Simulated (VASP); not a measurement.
A run of VASP 6.6.1:

File INCAR:

```
PREC = Accurate
ENCUT = 520
EDIFF = 1E-6
ISMEAR = -1
SIGMA = 0.01
LREAL = False
LASPH = True
NELM = 80
ALGO = Normal
ISIF = 2
LWAVE = False
LCHARG = False
GGA = CA
NBANDS = 14
```

File KPOINTS:

```
Automatic mesh
0
Gamma
  1 1 1
```

Contents of POSCAR:

```
I
1.0
   12.0000000000      0.0000000000      0.0000000000
    0.0000000000     12.3000000000      0.0000000000
    0.0000000000      0.0000000000     12.6000000000
I
2
Direct
    0.5000000000      0.5000000000      0.3950644160
    0.5000000000      0.5000000000      0.6049355840
```

Potentials or basis: VASP PAW LDA potentials, release 64 (I).

Command:

```sh
$ cat potpaw_LDA.64/I/POTCAR > POTCAR
$ mpirun -np 1 vasp_gam > vasp.out
```

Hardware: 1 thread of Intel(R) Xeon(R) Platinum 8259CL CPU @ 2.50GHz (Skylake/Cascade Lake), on a shared host.

Problem. Estimate the wall time of this run.

Solution. Run time: 64 s on 1 thread of Intel(R) Xeon(R) Platinum 8259CL CPU @ 2.50GHz (Skylake/Cascade Lake) (shared host), peak memory 0.81 GiB. Counts: scf iterations 21, k points 1.
